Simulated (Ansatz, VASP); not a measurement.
## Two plane-wave programs on SnO2

```
Sn O
1.0
     4.61702    0.00000    0.00000
     0.00000    4.61726    0.00000
     0.00000    0.00000    3.20071
Sn O
2 4
Direct
  0.50000 0.50000 0.50000
  0.00000 0.00000 0.00000
  0.30586 0.30596 0.00000
  0.80586 0.19404 0.50000
  0.19414 0.80596 0.50000
  0.69414 0.69404 0.00000
```

Change from the starting cell: strain -0.030 along x and y, +0.000 along z, atoms carried along.

Alike in both runs: task single point; functional r2SCAN; k mesh 6 × 6 × 8; occupations gaussian, width 0.05 eV; no spin polarisation.

|  | VASP | Ansatz |
| --- | --- | --- |
| version | VASP 6.6.1 | Ansatz 0.2.0 |
| potentials or method | VASP PAW PBE potentials, release 64 (Sn_d, O), cutoff 520 eV | scalar-relativistic, plane waves, PAW |
| valence electrons in the cell | 52 | 52 |

```csv
,VASP,Ansatz,Ansatz less VASP
gap on the k mesh at the Fermi level (eV),2.47,2.44,-0.035
least direct gap on the mesh (eV),2.47,2.44,-0.035
pressure (GPa),15.3,13.9,-1.40
"traceless stress, the component that is largest in VASP (GPa)",-2.57,-2.84,-0.271
rms of the force components (eV/Å),0.018,0.013,-0.0047
```

VASP's potentials were made for PBE, not for r2SCAN. Atom by atom the forces differ by 0.005 eV/Å (rms over components).
